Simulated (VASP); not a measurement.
Write the native input for VASP 6.6.1 that does the following.

```yaml
Task: electric field gradients
Functional: LDA
Potentials_or_basis: VASP PAW LDA potentials, release 64 (Bi_d, Pt)
Cutoff: 520 eV
k_mesh: 9 × 9 × 6
Occupations: fermi-dirac, width 0.05 eV
Spin: no spin polarisation
Dipole_correction: no
Further_INCAR_settings: ALGO = Normal; EDIFF = 1e-08; NBANDS = 33
```

The structure of BiPt lies in POSCAR:

```
BiPt
1.0
    4.2566822037      0.0000000000      0.0000000000
   -2.1283411019      3.6863949243      0.0000000000
    0.0000000000      0.0000000000      5.4158017152
Bi Pt
2 2
Direct
    0.3333333333      0.6666666667      0.2500000000
    0.6666666667      0.3333333333      0.7500000000
    0.0000000000      0.0000000000      0.0000000000
    0.0000000000      0.0000000000      0.5000000000
```

These files were run (other wordings do the same):

INCAR

```
PREC = Accurate
ENCUT = 520
EDIFF = 1E-8
ISMEAR = -1
SIGMA = 0.05
LREAL = F
LASPH = T
NELM = 60
ALGO = Normal
ISIF = 2
LWAVE = F
LCHARG = F
GGA = CA
LEFG = T
NBANDS = 33
```

KPOINTS

```
regular mesh
0
Gamma
  9 9 6
```

Potentials or basis: VASP PAW LDA potentials, release 64 (Bi_d, Pt).

Launch:

```sh
$ cat potpaw_LDA.64/Bi_d/POTCAR potpaw_LDA.64/Pt/POTCAR > POTCAR
$ mpirun -np 1 vasp_std > vasp.out
```

Results of the run:

```yaml
Pressure: 6.1 GPa
Band_gap_on_the_k_mesh: zero (bands 25 and 26 overlap by 4.21 eV)
Largest_electric_field_gradient_by_atom: Bi +28.2; Pt -180.9 V/Å²
```

Caveat: the cell stands under pressure; without QUAD_EFG the Cq values of the log hold for a quadrupole moment of 1 mb, not for the nuclei; spin-orbit coupling is left out, which moves the levels of the heavy elements.

Wall time 110 s on 1 thread of Intel(R) Xeon(R) Platinum 8488C (Sapphire Rapids) (shared host), peak memory 0.24 GiB.
